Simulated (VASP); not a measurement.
# Si (I4_1/amd) in VASP: notebook

The runs below take Si through single point, with LDA.

All numbers are computed with VASP 6.6.1; they aren't measurements. Logs are shortened: lines on timing, memory, paths and dates and some standing lists are left out, and cuts for length are marked.

## Step 1: The cell of the first run

It takes space group I4_1/amd (No. 141, tetragonal). The conventional cell has a = 4.774 Å, b = 4.774 Å, c = 2.659 Å, α = 90.00°, β = 90.00°, γ = 90.00°. Si (site symmetry -4m2) has 10 Si at 2.48 to 3.11 Å within 3.3 Å.

## Step 2: Single point, LDA

The input, INCAR:

```
SYSTEM = Si
PREC = Accurate
ENCUT = 520
EDIFF = 1E-6
ISMEAR = 1
SIGMA = 0.1
LREAL = .FALSE.
LASPH = .TRUE.
NELM = 60
ALGO = Normal
ISIF = 2
LWAVE = .FALSE.
LCHARG = .FALSE.
GGA = CA
NBANDS = 11
```

The input, KPOINTS:

```
regular mesh
0
G
  15 15 15
  0 0 0
```

The input, POSCAR:

```
Si
1.0
   -2.3871811467      2.3871811467      1.3292650000
    2.3871811467     -2.3871811467      1.3292650000
    2.3871811467      2.3871811467     -1.3292650000
Si
2
Direct
    0.2500000000      0.7500000000      0.5000000000
    0.5000000000      0.5000000000      0.0000000000
```

Potentials or basis: VASP PAW LDA potentials, release 64 (Si).

Run with:

```console
$ cat potpaw_LDA.64/Si/POTCAR > POTCAR
$ mpirun -np 1 vasp_std > vasp.out
```

OUTCAR:

```text
SYSTEM = Si
   PREC = Accurate
   ENCUT = 520
   EDIFF = 1E-6
   ISMEAR = 1
   LREAL = .FALSE.
   LASPH = .TRUE.
   NELM = 60
   ISIF = 2
   GGA = CA

 ion  position               nearest neighbor table
   1  0.250  0.750  0.500-   2 2.48   2 2.48   2 2.48   2 2.48   2 3.11   2 3.11   2 3.11   2 3.11

   2  0.500  0.500  0.000-   1 2.48   1 2.48   1 2.48   1 2.48   1 3.11   1 3.11   1 3.11   1 3.11

  LATTYP: Found a body centered tetragonal cell.
 ALAT       =     4.7743622934
 C/A-ratio  =     0.5568345753

  Lattice vectors:

 A1 = (  -2.3871811467,   2.3871811467,   1.3292650000)
 A2 = (   2.3871811467,  -2.3871811467,   1.3292650000)
 A3 = (   2.3871811467,   2.3871811467,  -1.3292650000)

Analysis of symmetry for initial positions (statically):
=====================================================================
 Subroutine PRICEL returns:
 Original cell was already a primitive cell.

 Routine SETGRP: Setting up the symmetry group for a
 body centered tetragonal supercell.

 Subroutine GETGRP returns: Found 16 space group operations
 (whereof  8 operations were pure point group operations)
 out of a pool of 16 trial point group operations.

The static configuration has the point symmetry D_2d.
 The point group associated with its full space group is D_4h.

Analysis of symmetry for dynamics (positions and initial velocities):
=====================================================================
 Subroutine PRICEL returns:
 Original cell was already a primitive cell.

 Routine SETGRP: Setting up the symmetry group for a
 body centered tetragonal supercell.

 Subroutine GETGRP returns: Found 16 space group operations
 (whereof  8 operations were pure point group operations)
 out of a pool of 16 trial point group operations.

The dynamic configuration has the point symmetry D_2d.
 The point group associated with its full space group is D_4h.

 Subroutine INISYM returns: Found 16 space group operations
 (whereof  8 operations are pure point group operations),
 and found     1 'primitive' translations

----------------------------------------------------------------------------------------

                                     Primitive cell

  volume of cell :      30.3000

  direct lattice vectors                    reciprocal lattice vectors
    -2.387181147  2.387181147  1.329265000     0.000000000  0.209452056  0.376147721
     2.387181147 -2.387181147  1.329265000     0.209452056  0.000000000  0.376147721
     2.387181147  2.387181147 -1.329265000     0.209452056  0.209452056  0.000000000

  length of vectors
     3.628252072  3.628252072  3.628252072     0.430531383  0.430531383  0.296209939

  position of ions in fractional coordinates (direct lattice)
     0.250000000  0.750000000  0.500000000
     0.500000000  0.500000000  0.000000000

  ion indices of the primitive-cell ions
   primitive index   ion index
                 1           1
                 2           2

----------------------------------------------------------------------------------------

 KPOINTS: regular mesh

Automatic generation of k-mesh.
 Grid dimensions read from file:
 generate k-points for:   15   15   15

 Generating k-lattice:

  Cartesian coordinates                     Fractional coordinates (reciprocal lattice)
     0.000000000  0.013963470  0.025076515     0.066666667  0.000000000  0.000000000
     0.013963470  0.000000000  0.025076515     0.000000000  0.066666667  0.000000000
     0.013963470  0.013963470  0.000000000     0.000000000  0.000000000  0.066666667

  Length of vectors
     0.028702092  0.028702092  0.019747329

  Shift w.r.t. Gamma in fractional coordinates (k-lattice)
     0.000000000  0.000000000  0.000000000

 Subroutine IBZKPT returns following result:
 ===========================================

 Found    288 irreducible k-points:

 Following reciprocal coordinates:
            Coordinates               Weight
  0.000000  0.000000  0.000000      1.000000
  0.066667 -0.000000  0.000000      8.000000
  0.133333 -0.000000  0.000000      8.000000
  0.200000 -0.000000  0.000000      8.000000
  0.266667 -0.000000  0.000000      8.000000
  0.333333  0.000000  0.000000      8.000000
[... 16 lines left out ...]
  0.133333  0.133333  0.000000      8.000000
  0.200000  0.133333  0.000000     16.000000
 [... further k-points ...]
   k-points           NKPTS =    288   k-points in BZ     NKDIM =    288   number of bands    NBANDS=     11
   number of dos      NEDOS =    301   number of ions     NIONS =      2
   total plane-waves  NPLWV =  21952
   dimension x,y,z NGX =    28 NGY =   28 NGZ =   28
   dimension x,y,z NGXF=    56 NGYF=   56 NGZF=   56
   ions per type =               2
   NGX,Y,Z   is equivalent  to a cutoff of  12.83, 12.83, 12.83 a.u.
   NGXF,Y,Z  is equivalent  to a cutoff of  25.66, 25.66, 25.66 a.u.
 SYSTEM =  Si
   PREC   = accura    normal or accurate (medium, high low for compatibility)
   ISTART =      0    job   : 0-new  1-cont  2-samecut
   ICHARG =      2    charge: 1-file 2-atom 10-const
   ISPIN  =      1    spin polarized calculation?
   LNONCOLLINEAR =      F non collinear calculations
   LSORBIT =      F    spin-orbit coupling
   LASPH  =      T    aspherical Exc in radial PAW
   ENCUT  =  520.0 eV  38.22 Ry    6.18 a.u.   6.75  6.75  6.75*2*pi/ulx,y,z
   NELM   =     60;   NELMIN=  2; NELMDL= -5     # of ELM steps
   EDIFF  = 0.1E-05   stopping-criterion for ELM
   LREAL  =      F    real-space projection
   EDIFFG = 0.1E-04   stopping-criterion for IOM
   NSW    =      0    number of steps for IOM
   IBRION =     -1    ionic relax: 0-MD 1-quasi-New 2-CG
   NFREE  =      0    steps in history (QN), initial steepest desc. (CG)
   ISIF   =      2    stress and relaxation
   ISYM   =      2    0-nonsym 1-usesym 2-fastsym
   POTIM  = 0.5000    time-step for ionic-motion
   TEBEG  =    0.0;   TEEND  =   0.0 temperature during run
   PSTRESS=    0.0 pullay stress
   NELECT =       8.0000    total number of electrons
   NUPDOWN=      -1.0000    fix difference up-down
   EMIN   =  10.00;   EMAX   =-10.00  energy-range for DOS
   EFERMI =   0.00;   METHOD = LEGACY
   ISMEAR =     1;   SIGMA  =   0.10  broadening in eV -4-tet -1-fermi 0-gaus
   EFERMI_NEDOS =   21; number of points for ismear=-14 and -15
   IALGO  =     38    algorithm
   IMIX   =      4    mixing-type and parameters
     AMIX     =   0.40;   BMIX     =  1.00
     AMIX_MAG =   1.60;   BMIX_MAG =  1.00
  volume/ion in A,a.u.               =      15.15       102.24
  Fermi-wavevector in a.u.,A,eV,Ry     =   1.050245  1.984676 15.007431  1.103015
  Thomas-Fermi vector in A             =   2.185241
   LORBIT       =      0    0 simple, 1 ext, 2 COOP (PROOUT), +10 PAW based schemes
   GGA     = CA    functional components
   LHFCALC =     F    Hartree Fock is set to
   AEXX    =    0.0000 exact exchange contribution
   IVDW    =     0    specifies the selected vdW correction
   LEPSILON=     F    determine dielectric tensor
   LRPA    =     F    only Hartree local field effects (RPA)
 non-spin polarized calculation
 Methfessel and Paxton  Order N= 1 SIGMA  =   0.10
  energy-cutoff  :      520.00
  volume of cell :       30.30
 maximum number of plane-waves:       827
   NGX = 13   NGY = 13   NGZ = 13

 number of electron       8.0000000 magnetization

 Free energy of the ion-electron system (eV)
  ---------------------------------------------------
  ext. energy  EPLUGINS =         0.00000000
  ---------------------------------------------------
  free energy    TOTEN  =       -11.49768671 eV

  energy without entropy =      -11.49788738  energy(sigma->0) =      -11.49775360

 E-fermi :   9.1691     XC(G=0): -11.0128

 val. band max:        9.1573861493   @ k =  -0.2000   0.2000   0.0000
 cond. band min:       9.1702340249   @ k =   0.3333   0.1333   0.0000
 fundamental gap:      0.0128478756
 Fermi energy:         9.1690509950

 k-point     1 :       0.0000    0.0000    0.0000
  band No.  band energies     occupation
      1      -4.5564      2.00000
      2       6.7521      2.00000
      3       6.7521      2.00000
      4       7.2554      2.00000
      5      10.8066     -0.00000
      6      16.6881      0.00000
      7      18.0668      0.00000
      8      18.0668      0.00000
      9      18.1939      0.00000
     10      19.3954      0.00000
     11      19.7229      0.00000

 k-point     2 :       0.0667   -0.0000    0.0000
  band No.  band energies     occupation
      1      -4.4382      2.00000
      2       6.2862      2.00000
      3       6.6963      2.00000
      4       7.9225      2.00000
      5      11.0783     -0.00000
      6      15.9196      0.00000
      7      16.7294      0.00000
      8      17.8342      0.00000
      9      17.8805      0.00000
     10      19.1983      0.00000
     11      20.6098      0.00000

 k-point     3 :       0.1333   -0.0000    0.0000
  band No.  band energies     occupation
      1      -4.0840      2.00000
      2       5.8392      2.00000
      3       6.5899      2.00000
      4       8.9499      2.00822
      5      11.8204      0.00000
      6      14.2413      0.00000
      7      14.7715      0.00000
      8      16.8273      0.00000
      9      17.0255      0.00000
     10      18.3446      0.00000
     11      20.2954      0.00000

 k-point     4 :       0.2000   -0.0000    0.0000
  band No.  band energies     occupation
      1      -3.4957      2.00000
      2       5.5933      2.00000
      3       6.5368      2.00000
      4       9.9417     -0.00000
      5      12.2144      0.00000
      6      12.8484      0.00000
      7      13.0900      0.00000
      8      15.6401      0.00000
      9      15.8021      0.00000
     10      17.3609      0.00000
     11      20.3363      0.00000

 k-point     5 :       0.2667   -0.0000    0.0000
  band No.  band energies     occupation
      1      -2.6763      2.00000
      2       5.5482      2.00000
      3       6.6018      2.00000
      4       9.0966      1.93627
      5      11.4539      0.00000
      6      12.2382      0.00000
      7      13.2527      0.00000
      8      14.9735      0.00000
      9      15.1166      0.00000
     10      16.5547      0.00000
     11      20.8581      0.00000
[... 211 lines left out ...]
 k-point    21 :      -0.1333    0.0667    0.0000
  band No.  band energies     occupation
      1      -4.3266      2.00000
      2       5.1925      2.00000
      3       6.7108      2.00000
      4       8.6852      2.00000
      5      11.7705      0.00000
      6      15.1146      0.00000
      7      16.4843      0.00000
      8      17.4469      0.00000
      9      17.8820      0.00000
     10      19.5111      0.00000
     11      20.5077      0.00000

 k-point    22 :      -0.0667    0.0667    0.0000
  band No.  band energies     occupation
      1      -4.5006      2.00000
      2       5.7535      2.00000
      3       6.8026      2.00000
      4       8.0214      2.00000
      5      11.1805      0.00000
      6      16.0152      0.00000
      7      17.7084      0.00000
      8      18.1304      0.00000
      9      18.4647      0.00000
     10      19.4278      0.00000
     11      19.8801      0.00000

 k-point    23 :       0.1333    0.1333    0.0000
  band No.  band energies     occupation
      1      -2.8971      2.00000
      2       5.7758      2.00000
      3       7.9487      2.00000
      4       9.4955     -0.00004
      5      10.8560     -0.00000
      6      11.0829     -0.00000
      7      13.4050      0.00000
      8      14.3706      0.00000
      9      14.8871      0.00000
     10      17.2796      0.00000
     11      19.4517      0.00000

 k-point    24 :       0.2000    0.1333    0.0000
  band No.  band energies     occupation
      1      -1.9595      2.00000
      2       5.8560      2.00000
      3       7.7992      2.00000
      4       8.3597      2.00000
      5       9.6069     -0.00000
      6      11.4662      0.00000
      7      12.8162      0.00000
      8      13.5884      0.00000
      9      15.5525      0.00000
     10      17.0980      0.00000
     11      19.7718      0.00000

 [... further k-points ...]
[... 5 lines left out ...]
  --------------------------------------------------------------------------------------
  -------------------------------------------------------------------------------------
  Total       -0.4780548     -0.4780548     -0.3720274      0.0000000      0.0000000      0.0000000
  in kB      -25.2781896    -25.2781896    -19.6717595      0.0000000      0.0000000      0.0000000
  external PRESSURE =     -23.4093796 kB  Pullay stress =       0.0000000 kB

 VOLUME and BASIS-vectors are now :
 -----------------------------------------------------------------------------
  energy-cutoff  :      520.00
  volume of cell :       30.30
      direct lattice vectors                 reciprocal lattice vectors
    -2.387181147  2.387181147  1.329265000     0.000000000  0.209452056  0.376147721
     2.387181147 -2.387181147  1.329265000     0.209452056  0.000000000  0.376147721
     2.387181147  2.387181147 -1.329265000     0.209452056  0.209452056  0.000000000

 POSITION                                       TOTAL-FORCE (eV/Angst)
 -----------------------------------------------------------------------------------
      2.38718     -0.00000      0.66463         0.000000     -0.000000     -0.000000
      0.00000      0.00000      1.32926        -0.000000      0.000000      0.000000
 -----------------------------------------------------------------------------------
    total drift:                                0.000000      0.000000      0.000000

  FREE ENERGIE OF THE ION-ELECTRON SYSTEM (eV)
  ---------------------------------------------------
  free  energy   TOTEN  =       -11.4976867124 eV

  energy  without entropy=      -11.4978873837  energy(sigma->0) =      -11.49775360
```

Run time: 28 s. Hardware: 1 thread of Intel Xeon 6975P-C (Granite Rapids), shared host; peak memory 0.19 GiB.

Results:

```
Free energy            : -11.4977 eV
Pressure               : -2.3 GPa
Band gap on the k mesh : zero (band 4 reaches 11.39 eV, above the bottom of band 5 at 4.78 eV)
```

Stress tensor (GPa, compression positive):
```
-2.53  0.00  0.00
 0.00 -2.53  0.00
 0.00  0.00 -1.97
```

## Step 3: Single point, LDA

This run uses another cell than the first one, of 15.35 Å³/atom, 1.013 times its volume.

The input, INCAR:

```
SYSTEM = Si
PREC     = Accurate       ! precision mode
ENCUT    = 520            ! plane-wave cutoff, eV
EDIFF    = 1E-6           ! SCF threshold, eV
ISMEAR   = 1              ! smearing method
SIGMA    = 0.1            ! smearing width, eV
LREAL    = .FALSE.        ! projectors in reciprocal space
LASPH    = .TRUE.         ! aspherical terms in the spheres
NELM     = 100            ! most SCF steps
ALGO     = Normal         ! electronic algorithm
ISIF     = 2              ! what is computed and relaxed
LWAVE    = .FALSE.        ! write WAVECAR
LCHARG   = .FALSE.        ! write CHGCAR
NBANDS   = 11             ! bands
```

The input, KPOINTS:

```
Automatic mesh
0
G
  15 15 15
  0 0 0
```

The input, POSCAR:

```
Si
1.0
   -2.4029902933      2.4029902933      1.3292650000
    2.4029902933     -2.4029902933      1.3292650000
    2.4029902933      2.4029902933     -1.3292650000
Si
2
Direct
    0.2500000000      0.7500000000      0.5000000000
    0.5000000000      0.5000000000      0.0000000000
```

Potentials or basis: VASP PAW LDA potentials, release 64 (Si).

Run with:

```console
$ cat potpaw_LDA.64/Si/POTCAR > POTCAR
$ mpirun -np 1 vasp_std > vasp.out
```

It took 27 s on 1 thread of Intel Xeon 6975P-C (Granite Rapids), shared host; peak memory 0.18 GiB.

Results (log left out):

```
Free energy            : -11.4897 eV
Pressure               : -3.7 GPa
Band gap on the k mesh : zero (band 4 reaches 11.11 eV, above the bottom of band 5 at 4.70 eV)
```

Stress tensor (GPa, compression positive):
```
-3.84  0.00  0.00
 0.00 -3.84  0.00
 0.00  0.00 -3.44
```

Levels at points of the mesh, in eV from the Fermi level:
```tsv
k point	band 2	band 3	band 4	band 5	band 6	band 7
(0.00, 0.00, 0.00)	-2.42	-2.42	-2.05	1.68	7.53	8.75
```

## Step 4: Single point, LDA

This run uses another cell than the first one, of 15.55 Å³/atom, 1.027 times its volume.

The input, INCAR:

```
ALGO = Normal ; EDIFF = 1E-6
ENCUT = 520 ; GGA = CA
ISIF = 2 ; ISMEAR = 1
LASPH = True ; LCHARG = False
LREAL = False ; LWAVE = False
NBANDS = 11 ; NELM = 80
PREC = Accurate ; SIGMA = 0.1
```

The input, KPOINTS:

```
k-points
0
Gamma
  15 15 15
```

The input, POSCAR:

```
Si
1.0
   -2.4187994400      2.4187994400      1.3292650000
    2.4187994400     -2.4187994400      1.3292650000
    2.4187994400      2.4187994400     -1.3292650000
Si
2
Direct
    0.2500000000      0.7500000000      0.5000000000
    0.5000000000      0.5000000000      0.0000000000
```

Run with:

```console
$ cat potpaw_LDA.64/Si/POTCAR > POTCAR
$ mpirun -np 1 vasp_std > vasp.out
```

It took 30 s on 1 thread of Intel Xeon 6975P-C (Granite Rapids), shared host; peak memory 0.18 GiB.

Results (log left out):

| Item | Value |
| --- | --- |
| Free energy | -11.4781 eV |
| Pressure | -5.0 GPa |
| Band gap on the k mesh | zero (band 4 reaches 10.84 eV, above the bottom of band 5 at 4.63 eV) |

Stress tensor (GPa, compression positive):
```
-5.39  0.00  0.00
 0.00 -5.39  0.00
 0.00  0.00 -4.34
```

Levels at points of the mesh, in eV from the Fermi level:
```tsv
k point	band 2	band 3	band 4	band 5	band 6	band 7
(0.00, 0.00, 0.00)	-2.41	-2.41	-2.18	1.72	7.53	8.60
```

## Step 5: The runs side by side

```csv
cell,gap on the mesh (eV),pressure (GPa)
"a = 3.628 Å, angles 97.7, 97.7, 137.0°, 2 atoms",none,-2.3
"a = 3.649 Å, angles 97.6, 97.6, 137.3°, 2 atoms",none,-3.7
"a = 3.670 Å, angles 97.5, 97.5, 137.5°, 2 atoms",none,-5.0
```

Alike in all rows: task single point; level LDA; potentials or basis VASP PAW LDA potentials, release 64 (Si); no spin polarisation; k mesh 15 × 15 × 15; cutoff (eV) 520; smearing methfessel-paxton 0.1 eV.

Absolute energies hang on the potentials; compare differences alone.
